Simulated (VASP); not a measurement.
Write the native input for VASP 6.6.1 that does the following.

```
Task                   : single point
Functional             : PBE
Potentials or basis    : VASP PAW PBE potentials, release 64 (W_sv, C)
Cutoff                 : 520 eV
k mesh                 : 13 × 9 × 18
Occupations            : gaussian, width 0.1 eV
Spin                   : no spin polarisation
Dipole correction      : no
Further INCAR settings : ALGO = Normal; EDIFF = 1e-07; NBANDS = 16; ISYM = 0
```

The structure of WC lies in POSCAR:

```
WC
1.0
    2.9217712143      0.0000000000      0.0000000000
   -1.4608856071      3.8089903543      0.0000000000
    0.0000000000     -2.1280829022      1.8913250405
W C
1 1
Direct
    0.0000000000      0.0000000000      0.0000000000
    0.3333333333      0.6666666667      0.1666666667
```

The input as run:

INCAR

```
SYSTEM = WC
PREC     = Accurate       ! precision mode
ENCUT    = 520            ! plane-wave cutoff, eV
EDIFF    = 1E-7           ! SCF threshold, eV
ISMEAR   = 0              ! smearing method
SIGMA    = 0.1            ! smearing width, eV
LREAL    = .False.        ! projectors in reciprocal space
LASPH    = .True.         ! aspherical terms in the spheres
NELM     = 60             ! most SCF steps
ALGO     = Normal         ! electronic algorithm
ISIF     = 2              ! what is computed and relaxed
LWAVE    = .False.        ! write WAVECAR
LCHARG   = .False.        ! write CHGCAR
GGA      = PE             ! functional
ISYM     = 0            
NBANDS   = 16             ! bands
```

KPOINTS

```
regular mesh
0
Gamma
  13 9 18
  0 0 0
```

Potentials or basis: VASP PAW PBE potentials, release 64 (W_sv, C).

Launch:

```bash
$ cat potpaw_PBE.64/W_sv/POTCAR potpaw_PBE.64/C/POTCAR > POTCAR
$ mpirun -np 1 vasp_std > vasp.out
```

Results of the run:

```
Pressure               : 1.1 GPa
Band gap on the k mesh : zero (bands 9 and 10 overlap by 1.19 eV)
```

Caveat: spin-orbit coupling is left out, which moves the levels of the heavy elements.

It took 120 s on 1 thread of Intel(R) Xeon(R) 6975P-C (Granite Rapids) (shared host), peak memory 0.45 GiB.
